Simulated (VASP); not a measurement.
# Br (C2/c) in VASP: single point with PBE

Aim: the single point of Br with PBE.

Program: VASP 6.6.1. These are calculated values, not measurements. Logs are shortened: lines on timing, memory, paths and dates and some standing lists are left out, and cuts for length are marked.

### 1 The cell of the first run

The structure is monoclinic, space group C2/c (No. 15). Conventional cell: a = 8.717 Å, b = 4.259 Å, c = 8.727 Å, α = 90.00°, β = 92.47°, γ = 90.00°. Br (site symmetry 1) has 3 Br at 2.39 to 3.13 Å within 3.2 Å.

### 2 Single point, PBE

Input file INCAR:

```
PREC = Accurate
ENCUT = 520
EDIFF = 1E-7
ISMEAR = 0
SIGMA = 0.02
LREAL = False
LASPH = True
NELM = 60
ALGO = Normal
ISIF = 2
LWAVE = False
LCHARG = False
GGA = PE
NBANDS = 22
```

Input file KPOINTS:

```
regular mesh
0
Gamma
  8 8 4
```

Input file POSCAR:

```
Br
1.0
    4.3581118374     -2.1296922738      0.0717870344
    4.3581118374      2.1296922738      0.0717870344
   -0.5198463945      0.0000000000      8.7117032433
Br
4
Direct
    0.8586485677      0.6413468103      0.6183431599
    0.3586531897      0.1413514323      0.8816568401
    0.1413514323      0.3586531897      0.3816568401
    0.6413468103      0.8586485677      0.1183431599
```

Potentials or basis: VASP PAW PBE potentials, release 64 (Br).

On the command line:

```sh
$ cat potpaw_PBE.64/Br/POTCAR > POTCAR
$ mpirun -np 1 vasp_std > vasp.out
```

OUTCAR:

```text
PREC = Accurate
   ENCUT = 520
   EDIFF = 1E-7
   ISMEAR = 0
   LREAL = False
   LASPH = True
   NELM = 60
   ISIF = 2
   GGA = PE

 ion  position               nearest neighbor table
   1  0.859  0.641  0.618-   3 2.39
   2  0.359  0.141  0.882-   4 2.39
   3  0.141  0.359  0.382-   1 2.39
   4  0.641  0.859  0.118-   2 2.39

  LATTYP: Found a base centered monoclinic cell.
 ALAT       =     8.7174060742
 B/A-ratio  =     0.4886068759
 C/A-ratio  =     1.0011234503
 COS(beta)  =    -0.0431175813

  Lattice vectors:

 A1 = (   4.3581118374,  -2.1296922738,   0.0717870344)
 A2 = (   4.3581118374,   2.1296922738,   0.0717870344)
 A3 = (  -0.5198463945,   0.0000000000,   8.7117032433)

Analysis of symmetry for initial positions (statically):
=====================================================================
 Subroutine PRICEL returns:
 Original cell was already a primitive cell.

 Routine SETGRP: Setting up the symmetry group for a
 base centered monoclinic supercell.

 Subroutine GETGRP returns: Found  4 space group operations
 (whereof  2 operations were pure point group operations)
 out of a pool of  4 trial point group operations.

The static configuration has the point symmetry S_2 .
 The point group associated with its full space group is C_2h.

Analysis of symmetry for dynamics (positions and initial velocities):
=====================================================================
 Subroutine PRICEL returns:
 Original cell was already a primitive cell.

 Routine SETGRP: Setting up the symmetry group for a
 base centered monoclinic supercell.

 Subroutine GETGRP returns: Found  4 space group operations
 (whereof  2 operations were pure point group operations)
 out of a pool of  4 trial point group operations.

The dynamic configuration has the point symmetry S_2 .
 The point group associated with its full space group is C_2h.

 Subroutine INISYM returns: Found  4 space group operations
 (whereof  2 operations are pure point group operations),
 and found     1 'primitive' translations

----------------------------------------------------------------------------------------

                                     Primitive cell

  volume of cell :     161.8732

  direct lattice vectors                    reciprocal lattice vectors
     4.358111837 -2.129692274  0.071787034     0.114615925 -0.234775703  0.006839383
     4.358111837  2.129692274  0.071787034     0.114615925  0.234775703  0.006839383
    -0.519846395  0.000000000  8.711703243    -0.001888939  0.000000000  0.114675399

  length of vectors
     4.851173193  4.851173193  8.727199647     0.261348844  0.261348844  0.114690955

  position of ions in fractional coordinates (direct lattice)
     0.858648568  0.641346810  0.618343160
     0.358653190  0.141351432  0.881656840
     0.141351432  0.358653190  0.381656840
     0.641346810  0.858648568  0.118343160

  ion indices of the primitive-cell ions
   primitive index   ion index
                 1           1
                 2           2
                 3           3
                 4           4

----------------------------------------------------------------------------------------

 KPOINTS: regular mesh

Automatic generation of k-mesh.
 Grid dimensions read from file:
 generate k-points for:    8    8    4

 Generating k-lattice:

  Cartesian coordinates                     Fractional coordinates (reciprocal lattice)
     0.014326991 -0.029346963  0.000854923     0.125000000 -0.000000000  0.000000000
     0.014326991  0.029346963  0.000854923    -0.000000000  0.125000000  0.000000000
    -0.000472235  0.000000000  0.028668850     0.000000000  0.000000000  0.250000000

  Length of vectors
     0.032668605  0.032668605  0.028672739

  Shift w.r.t. Gamma in fractional coordinates (k-lattice)
     0.000000000  0.000000000  0.000000000

 Subroutine IBZKPT returns following result:
 ===========================================

 Found     78 irreducible k-points:

 Following reciprocal coordinates:
            Coordinates               Weight
  0.000000  0.000000  0.000000      1.000000
  0.125000 -0.000000 -0.000000      4.000000
  0.250000 -0.000000 -0.000000      4.000000
  0.375000 -0.000000  0.000000      4.000000
  0.500000 -0.000000 -0.000000      2.000000
  0.125000  0.125000 -0.000000      2.000000
[... 16 lines left out ...]
  0.125000 -0.000000  0.250000      4.000000
  0.250000 -0.000000  0.250000      4.000000
 [... further k-points ...]
   k-points           NKPTS =     78   k-points in BZ     NKDIM =     78   number of bands    NBANDS=     22
   number of dos      NEDOS =    301   number of ions     NIONS =      4
   total plane-waves  NPLWV =  90720
   dimension x,y,z NGX =    36 NGY =   36 NGZ =   70
   dimension x,y,z NGXF=    72 NGYF=   72 NGZF=  140
   ions per type =               4
   NGX,Y,Z   is equivalent  to a cutoff of  12.34, 12.34, 13.33 a.u.
   NGXF,Y,Z  is equivalent  to a cutoff of  24.67, 24.67, 26.67 a.u.
 SYSTEM =  unknown system
   PREC   = accura    normal or accurate (medium, high low for compatibility)
   ISTART =      0    job   : 0-new  1-cont  2-samecut
   ICHARG =      2    charge: 1-file 2-atom 10-const
   ISPIN  =      1    spin polarized calculation?
   LNONCOLLINEAR =      F non collinear calculations
   LSORBIT =      F    spin-orbit coupling
   LASPH  =      T    aspherical Exc in radial PAW
   ENCUT  =  520.0 eV  38.22 Ry    6.18 a.u.   9.02  9.02 16.23*2*pi/ulx,y,z
   NELM   =     60;   NELMIN=  2; NELMDL= -5     # of ELM steps
   EDIFF  = 0.1E-06   stopping-criterion for ELM
   LREAL  =      F    real-space projection
   EDIFFG = 0.1E-05   stopping-criterion for IOM
   NSW    =      0    number of steps for IOM
   IBRION =     -1    ionic relax: 0-MD 1-quasi-New 2-CG
   NFREE  =      0    steps in history (QN), initial steepest desc. (CG)
   ISIF   =      2    stress and relaxation
   ISYM   =      2    0-nonsym 1-usesym 2-fastsym
   POTIM  = 0.5000    time-step for ionic-motion
   TEBEG  =    0.0;   TEEND  =   0.0 temperature during run
   PSTRESS=    0.0 pullay stress
   NELECT =      28.0000    total number of electrons
   NUPDOWN=      -1.0000    fix difference up-down
   EMIN   =  10.00;   EMAX   =-10.00  energy-range for DOS
   EFERMI =   0.00;   METHOD = LEGACY
   ISMEAR =     0;   SIGMA  =   0.02  broadening in eV -4-tet -1-fermi 0-gaus
   EFERMI_NEDOS =   21; number of points for ismear=-14 and -15
   IALGO  =     38    algorithm
   IMIX   =      4    mixing-type and parameters
     AMIX     =   0.40;   BMIX     =  1.00
     AMIX_MAG =   1.60;   BMIX_MAG =  1.00
  volume/ion in A,a.u.               =      40.47       273.09
  Fermi-wavevector in a.u.,A,eV,Ry     =   0.912156  1.723725 11.320439  0.832029
  Thomas-Fermi vector in A             =   2.036519
   LORBIT       =      0    0 simple, 1 ext, 2 COOP (PROOUT), +10 PAW based schemes
   GGA     = PE    functional components
   LHFCALC =     F    Hartree Fock is set to
   AEXX    =    0.0000 exact exchange contribution
   IVDW    =     0    specifies the selected vdW correction
   LEPSILON=     F    determine dielectric tensor
   LRPA    =     F    only Hartree local field effects (RPA)
 non-spin polarized calculation
 Gauss-broadening in eV      SIGMA  =   0.02
  energy-cutoff  :      520.00
  volume of cell :      161.87
 maximum number of plane-waves:      4384
   NGX = 17   NGY = 17   NGZ = 33

 number of electron      28.0000004 magnetization

 Free energy of the ion-electron system (eV)
  ---------------------------------------------------
  ext. energy  EPLUGINS =         0.00000000
  ---------------------------------------------------
  free energy    TOTEN  =        -6.56928189 eV

  energy without entropy =       -6.56928189  energy(sigma->0) =       -6.56928189

 E-fermi :  -1.1870     XC(G=0):  -7.0014

 val. band max:       -1.3310624516   @ k =   0.0000   0.0000   0.0000
 cond. band min:       0.0284625176   @ k =   0.0000   0.0000   0.0000
 fundamental gap:      1.3595249691
 Fermi energy:        -1.1870259101

 k-point     1 :       0.0000    0.0000    0.0000
  band No.  band energies     occupation
      1     -16.9602      2.00000
      2     -16.4234      2.00000
      3     -14.8154      2.00000
      4     -13.8297      2.00000
      5      -6.2014      2.00000
      6      -4.9365      2.00000
[... 14 lines left out ...]
     21       7.9635      0.00000
     22       8.0153      0.00000

 k-point     2 :       0.1250   -0.0000   -0.0000
  band No.  band energies     occupation
      1     -16.9229      2.00000
      2     -16.4227      2.00000
      3     -14.7846      2.00000
      4     -13.8788      2.00000
      5      -6.2073      2.00000
      6      -5.0795      2.00000
[... 14 lines left out ...]
     21       7.9047      0.00000
     22       8.1819      0.00000

 k-point     3 :       0.2500   -0.0000   -0.0000
  band No.  band energies     occupation
      1     -16.8213      2.00000
      2     -16.4303      2.00000
      3     -14.6964      2.00000
      4     -14.0126      2.00000
      5      -6.2339      2.00000
      6      -5.4717      2.00000
[... 14 lines left out ...]
     21       7.4006      0.00000
     22       7.9634      0.00000
[... 476 lines left out ...]
 k-point    23 :       0.1250   -0.0000    0.2500
  band No.  band energies     occupation
      1     -16.8667      2.00000
      2     -16.5222      2.00000
      3     -14.6300      2.00000
      4     -13.9997      2.00000
      5      -6.0730      2.00000
      6      -5.3008      2.00000
[... 14 lines left out ...]
     21       7.8008      0.00000
     22       8.2468      0.00000

 k-point    24 :       0.2500   -0.0000    0.2500
  band No.  band energies     occupation
      1     -16.7747      2.00000
      2     -16.5033      2.00000
      3     -14.5828      2.00000
      4     -14.1052      2.00000
      5      -6.1264      2.00000
      6      -5.5572      2.00000
[... 14 lines left out ...]
     21       7.5069      0.00000
     22       7.9209      0.00000

 [... further k-points ...]

------------------------ aborting loop because EDIFF is reached ----------------------------------------

  FORCE on cell =-STRESS in cart. coord.  units (eV):
  Direction    XX          YY          ZZ          XY          YZ          ZX
  --------------------------------------------------------------------------------------
  -------------------------------------------------------------------------------------
  Total        0.0003194      0.0246329      0.0086735      0.0000000      0.0000000      0.0056904
  in kB        0.0031614      0.2438097      0.0858478      0.0000000      0.0000000      0.0563225
  external PRESSURE =       0.1109396 kB  Pullay stress =       0.0000000 kB

 VOLUME and BASIS-vectors are now :
 -----------------------------------------------------------------------------
  energy-cutoff  :      520.00
  volume of cell :      161.87
      direct lattice vectors                 reciprocal lattice vectors
     4.358111837 -2.129692274  0.071787034     0.114615925 -0.234775703  0.006839383
     4.358111837  2.129692274  0.071787034     0.114615925  0.234775703  0.006839383
    -0.519846395  0.000000000  8.711703243    -0.001888939  0.000000000  0.114675399

 POSITION                                       TOTAL-FORCE (eV/Angst)
 -----------------------------------------------------------------------------------
      6.21570     -0.46279      5.49450        -0.000233      0.003949      0.005008
      1.72075     -0.46279      7.71663         0.000233      0.003949     -0.005008
      1.98067      0.46279      3.36077         0.000233     -0.003949     -0.005008
      6.47563      0.46279      1.13865        -0.000233     -0.003949      0.005008
 -----------------------------------------------------------------------------------
    total drift:                                0.000000     -0.000000     -0.000000

  FREE ENERGIE OF THE ION-ELECTRON SYSTEM (eV)
  ---------------------------------------------------
  free  energy   TOTEN  =        -6.5692818852 eV

  energy  without entropy=       -6.5692818852  energy(sigma->0) =       -6.56928189
```

Run time: 3.5 min. Hardware: 1 thread of Intel Xeon Platinum 8488C (Sapphire Rapids), shared host; peak memory 0.39 GiB.

What came out:

```yaml
Free_energy: -6.5693 eV
Pressure: 0.0 GPa
Largest_force: 0.006 eV/Å
Band_gap_on_the_k_mesh: 1.36 eV
```

Forces on the atoms (eV/Å):
```
Br   0.000  0.004  0.005
Br   0.000  0.004 -0.005
Br   0.000 -0.004 -0.005
Br   0.000 -0.004  0.005
```

Caveat: this functional lacks dispersion, which holds the molecules together, so the pressure and a relaxed volume are unreliable. A k mesh can miss the band edges.
